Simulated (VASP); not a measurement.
## Y2Si2F: single point with PBE

Y2Si2F:

```xyz
5
Lattice="4.1336 0.0000 0.0000 -2.0668 3.5798 0.0000 0.0000 0.0000 7.9792" Properties=species:S:1:pos:R:3 pbc="T T T"
Y     0.0000    0.0000    5.7767
Y     0.0000    0.0000    2.2025
Si    0.0000    2.3865    3.9896
Si    2.0668    1.1933    3.9896
F     0.0000    0.0000    0.0000
```

The cell was built from a structure type or drawn by symmetry, and may not be a known phase.

```
Program                : VASP 6.6.1
Task                   : single point
Functional             : PBE
Potentials or basis    : VASP PAW PBE potentials, release 64 (Y_sv, Si, F)
Cutoff                 : 520 eV
k mesh                 : 6 × 6 × 2
Occupations            : gaussian, width 0.1 eV
Spin                   : collinear spin
Starting moments       : [0.0, 0.0, 0.0, 0.0, 1.0] μB
Dipole correction      : no
Further INCAR settings : ALGO = Normal; EDIFF = 1e-06; NBANDS = 30
```

* Pressure: 0.0 GPa
* Largest force: 0.007 eV/Å
* Net moment: 0.00 μB per cell
* Valence electrons inside the program's atomic spheres: Y 9.58; Si 1.67; F 6.10

Forces on the atoms (eV/Å):
```
Y    0.000  0.000 -0.007
Y    0.000  0.000  0.007
Si   0.000  0.000  0.000
Si   0.000  0.000  0.000
F    0.000  0.000  0.000
```

Levels at points of the mesh, in eV from the Fermi level:
Spin up:
```tsv
k point	band 14	band 15	band 16	band 17	band 18	band 19	band 20	band 21	band 22	band 23
(0.00, 0.00, 0.00)	-4.82	-3.16	-3.16	-1.65	-0.94	-0.64	-0.64	0.93	0.93	1.51
(0.50, 0.00, 0.00)	-6.55	-4.15	-2.49	-2.42	-1.79	1.08	1.42	1.66	2.22	2.74
(0.00, 0.00, 0.50)	-4.92	-3.16	-3.16	-1.14	-0.94	-0.74	-0.74	0.85	0.88	0.88
(0.50, 0.00, 0.50)	-6.53	-4.19	-2.50	-2.48	-1.60	1.23	1.53	1.94	2.50	2.76
```
Spin down:
| k point | band 14 | band 15 | band 16 | band 17 | band 18 | band 19 | band 20 | band 21 | band 22 | band 23 |
| --- | --- | --- | --- | --- | --- | --- | --- | --- | --- | --- |
| (0.00, 0.00, 0.00) | -4.82 | -3.16 | -3.16 | -1.65 | -0.94 | -0.64 | -0.64 | 0.93 | 0.93 | 1.51 |
| (0.50, 0.00, 0.00) | -6.55 | -4.15 | -2.49 | -2.42 | -1.79 | 1.08 | 1.42 | 1.66 | 2.22 | 2.74 |
| (0.00, 0.00, 0.50) | -4.92 | -3.16 | -3.16 | -1.14 | -0.94 | -0.74 | -0.74 | 0.85 | 0.88 | 0.88 |
| (0.50, 0.00, 0.50) | -6.53 | -4.19 | -2.50 | -2.48 | -1.60 | 1.23 | 1.53 | 1.94 | 2.50 | 2.76 |

Run time: 2.3 min on 1 thread of Intel(R) Xeon(R) Platinum 8488C (Sapphire Rapids) (shared host), peak memory 0.33 GiB.

Caveat: the k points lie up to 0.39 Å⁻¹ apart.
